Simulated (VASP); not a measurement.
# GaN (P6_3/mmc) in VASP: further runs, part 2 of 2

VASP 6.6.1.

## (4) Single point, r2SCAN+rVV10

This run uses another cell than the first one, of 11.10 Å³/atom, 0.993 times its volume.

Contents of POSCAR:

```
GaN
1.0
    3.3005129301      0.0000000000      0.0000000000
   -1.6502564651      2.8583280430      0.0000000000
    0.0000000000      0.0000000000      4.7062302633
Ga N
2 2
Direct
    0.3333333333      0.6666666667      0.2500000000
    0.6666666667      0.3333333333      0.7500000000
    0.6666666667      0.3333333333      0.2500000000
    0.3333333333      0.6666666667      0.7500000000
```

Contents of INCAR.step1:

```
SYSTEM = GaN
ALGO = Normal
EDIFF = 1E-4
ENCUT = 520
GGA = PE
ISMEAR = -1
LASPH = .TRUE.
LCHARG = .FALSE.
LREAL = .FALSE.
LWAVE = .TRUE.
NBANDS = 26
NELM = 60
PREC = Accurate
SIGMA = 0.03
```

Contents of INCAR.step2:

```
SYSTEM = GaN
ALGO = Normal
BPARAM = 11.95
CPARAM = 0.0093
EDIFF = 1E-6
ENCUT = 520
ISIF = 2
ISMEAR = -1
ISTART = 1
IVDW_NL = 2
LASPH = .TRUE.
LCHARG = .TRUE.
LELF = .TRUE.
LMIXTAU = .TRUE.
LREAL = .FALSE.
LUSE_VDW = .TRUE.
LVHAR = .TRUE.
LWAVE = .FALSE.
METAGGA = R2SCAN
NBANDS = 26
NELM = 60
PREC = Accurate
SIGMA = 0.03
```

Contents of KPOINTS:

```
k-points
0
G
  12 12 6
  0 0 0
```

Potentials or basis: VASP PAW PBE potentials, release 64 (Ga_d, N).

Started as:

```sh
$ cat potpaw_PBE.64/Ga_d/POTCAR potpaw_PBE.64/N/POTCAR > POTCAR
$ cp INCAR.step1 INCAR
$ mpirun -np 1 vasp_std > vasp.out
$ cp INCAR.step2 INCAR
$ mpirun -np 1 vasp_std > vasp.out
```

OUTCAR:

```text
SYSTEM = GaN
   BPARAM = 11.95
   EDIFF = 1E-6
   ENCUT = 520
   ISIF = 2
   ISMEAR = -1
   ISTART = 1
   IVDW_NL = 2
   LASPH = .TRUE.
   LREAL = .FALSE.
   METAGGA = R2SCAN
   NELM = 60
   PREC = Accurate

 ion  position               nearest neighbor table
   1  0.333  0.667  0.250-   3 1.91   3 1.91   3 1.91
   2  0.667  0.333  0.750-   4 1.91   4 1.91   4 1.91
   3  0.667  0.333  0.250-   1 1.91   1 1.91   1 1.91
   4  0.333  0.667  0.750-   2 1.91   2 1.91   2 1.91

  LATTYP: Found a hexagonal cell.
 ALAT       =     3.3005129301
 C/A-ratio  =     1.4259087490

  Lattice vectors:

 A1 = (   3.3005129301,   0.0000000000,   0.0000000000)
 A2 = (  -1.6502564651,   2.8583280430,   0.0000000000)
 A3 = (   0.0000000000,   0.0000000000,   4.7062302633)

Analysis of symmetry for initial positions (statically):
=====================================================================
 Subroutine PRICEL returns:
 Original cell was already a primitive cell.

 Routine SETGRP: Setting up the symmetry group for a
[... 168 lines left out ...]
 Free energy of the ion-electron system (eV)
  ---------------------------------------------------
  ext. energy  EPLUGINS =         0.00000000
  ---------------------------------------------------
  free energy    TOTEN  =       -41.84494511 eV

  energy without entropy =      -41.84494511  energy(sigma->0) =      -41.84494511

 E-fermi :   6.5839     XC(G=0): -12.8998

 val. band max:        5.9515925297   @ k =   0.0000   0.0000   0.0000
 cond. band min:       7.8655378651   @ k =   0.0000   0.0000   0.0000
 fundamental gap:      1.9139453354
 Fermi energy:         6.5838532032

 k-point     1 :       0.0000    0.0000    0.0000
  band No.  band energies     occupation
      1     -11.6228      2.00000
      2     -10.5197      2.00000
      3      -8.5972      2.00000
      4      -8.5972      2.00000
      5      -8.5899      2.00000
      6      -8.5898      2.00000
[... 685 lines left out ...]
     25      18.3481      0.00000
     26      19.0807      0.00000

 [... further k-points ...]
[... 5 lines left out ...]
  --------------------------------------------------------------------------------------
  -------------------------------------------------------------------------------------
  Total        0.3799713      0.3799713      0.0035377     -0.0000000      0.0000000      0.0000000
  in kB       13.7118071     13.7118071      0.1276638     -0.0000000      0.0000000      0.0000000
  external PRESSURE =       9.1837593 kB  Pullay stress =       0.0000000 kB

 VOLUME and BASIS-vectors are now :
 -----------------------------------------------------------------------------
  energy-cutoff  :      520.00
  volume of cell :       44.40
      direct lattice vectors                 reciprocal lattice vectors
     3.300512930  0.000000000  0.000000000     0.302983209  0.174927437  0.000000000
    -1.650256465  2.858328043  0.000000000     0.000000000  0.349854875  0.000000000
     0.000000000  0.000000000  4.706230263     0.000000000  0.000000000  0.212484291

 POSITION                                       TOTAL-FORCE (eV/Angst)
 -----------------------------------------------------------------------------------
     -0.00000      1.90555      1.17656        -0.000000      0.000000      0.000000
      1.65026      0.95278      3.52967        -0.000000     -0.000000     -0.000000
      1.65026      0.95278      1.17656         0.000000     -0.000000     -0.000000
     -0.00000      1.90555      3.52967         0.000000      0.000000     -0.000000
 -----------------------------------------------------------------------------------
    total drift:                                0.000000     -0.000000      0.000000

  FREE ENERGIE OF THE ION-ELECTRON SYSTEM (eV)
  ---------------------------------------------------
  free  energy   TOTEN  =       -41.8449451110 eV

  energy  without entropy=      -41.8449451110  energy(sigma->0) =      -41.84494511
```

OUTCAR.step1:

```text
SYSTEM = GaN
   EDIFF = 1E-4
   ENCUT = 520
   GGA = PE
   ISMEAR = -1
   LASPH = .TRUE.
   LREAL = .FALSE.
   NELM = 60
[... 925 lines left out ...]
      1.65026      0.95278      3.52967        -0.000000      0.000000     -0.000000
      1.65026      0.95278      1.17656         0.000000     -0.000000      0.000000
     -0.00000      1.90555      3.52967         0.000000     -0.000000      0.000000
 -----------------------------------------------------------------------------------
    total drift:                                0.000000     -0.000000      0.000000

  FREE ENERGIE OF THE ION-ELECTRON SYSTEM (eV)
  ---------------------------------------------------
  free  energy   TOTEN  =       -23.3391125027 eV

  energy  without entropy=      -23.3391125027  energy(sigma->0) =      -23.33911250
```

OSZICAR.step1:

```text
N       E                     dE             d eps       ncg     rms          rms(c)
DAV:   1     0.268532499214E+03    0.26853E+03   -0.17792E+04  4504   0.259E+03
DAV:   2     0.638164922130E+01   -0.26215E+03   -0.24784E+03  4304   0.479E+02
DAV:   3    -0.264838343915E+02   -0.32865E+02   -0.32378E+02  4760   0.139E+02
DAV:   4    -0.275333749178E+02   -0.10495E+01   -0.10455E+01  4526   0.267E+01
DAV:   5    -0.275556642113E+02   -0.22289E-01   -0.22257E-01  4844   0.382E+00    0.111E+01
DAV:   6    -0.232781979117E+02    0.42775E+01   -0.10556E+01  6528   0.515E+01    0.302E+00
DAV:   7    -0.233634556710E+02   -0.85258E-01   -0.14178E+00  4166   0.886E+00    0.269E+00
DAV:   8    -0.233529687191E+02    0.10487E-01   -0.15044E-01  6294   0.525E+00    0.812E-01
DAV:   9    -0.233384493389E+02    0.14519E-01   -0.48357E-02  6256   0.379E+00    0.312E-01
DAV:  10    -0.233391312276E+02   -0.68189E-03   -0.42865E-03  4162   0.437E-01    0.749E-02
DAV:  11    -0.233391125027E+02    0.18725E-04   -0.26849E-04  4076   0.323E-01
   1 F= -.23339113E+02 E0= -.23339113E+02  d E =-.324071E-10
```

It took 7.2 min on 1 thread of Intel Xeon 6975P-C, shared host; peak memory 0.33 GiB.

Results:

```
Free energy            : -41.8449 eV
Pressure               : 0.9 GPa
Band gap on the k mesh : 1.91 eV, direct
```

Caveat: the PAW data sets were made with another functional, which shifts forces and pressure a little.

## (5) The runs side by side

```csv
task,level,cell,k mesh,cutoff (eV),gap on the mesh (eV),pressure (GPa)
single point,PBEsol,"a = 3.307, b = 3.307, c = 4.721 Å, angles 90.0, 90.0, 120.0°, 4 atoms",9 × 9 × 6,520,1.42,-0.1
relaxation of cell and atoms,PBEsol,"relaxed from a = 3.148, b = 3.148, c = 3.935 Å, angles 90.0, 90.0, 120.0°, 4 atoms",9 × 9 × 6,600,1.45,0.0
single point,r2SCAN+rVV10,"a = 3.301, b = 3.301, c = 4.706 Å, angles 90.0, 90.0, 120.0°, 4 atoms",12 × 12 × 6,520,1.91,0.9
```

Alike in all rows: potentials or basis VASP PAW PBE potentials, release 64 (Ga_d, N); no spin polarisation; smearing fermi-dirac 0.03 eV.

Caveats: the PAW data sets were made with another functional, which shifts forces and pressure a little; the volume moved by over 15 % at a fixed basis, so the end points are rough (some runs).

Absolute energies hang on the potentials; compare differences alone.
